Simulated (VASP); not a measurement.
Input of a VASP 6.6.1 run:

The input INCAR:

```
SYSTEM = Sn
PREC = Accurate ; ENCUT = 520
EDIFF = 1E-7 ; ISMEAR = 0
SIGMA = 0.15 ; LREAL = .False.
LASPH = .True. ; NELM = 60
ALGO = Fast ; ISIF = 2
LWAVE = .False. ; LCHARG = .True.
GGA = PE ; IVDW = 12
LELF = .True. ; LVHAR = .True.
NBANDS = 13
```

The input KPOINTS:

```
Automatic mesh
0
Gamma
  18 18 18
  0 0 0
```

POSCAR

```
Sn
1.0
   -1.8946518192      1.8946518192      2.1078001489
    1.8946518192     -1.8946518192      2.1078001489
    1.8946518192      1.8946518192     -2.1078001489
Sn
1
Direct
    0.0000000000      0.0000000000      0.0000000000
```

Potentials or basis: VASP PAW PBE potentials, release 64 (Sn_d).

Launch:

```bash
$ cat potpaw_PBE.64/Sn_d/POTCAR > POTCAR
$ mpirun -np 1 vasp_std > vasp.out
```

Task: What does it give for the band gap on the k mesh?

Result: Zero (bands 7 and 8 overlap by 8.83 eV).

Task: Estimate the pressure.

Result: -5.1 GPa.

Stress tensor (GPa, compression positive):
```
-5.31  0.00  0.00
 0.00 -5.31  0.00
 0.00  0.00 -4.72
```

Caveat: the cell differs from its parent crystal (strain +0.1125 x Voigt [0, 0, 1, 0, 0, 0]); the cell stands under tension; spin-orbit coupling is left out, which moves the levels of the heavy elements.
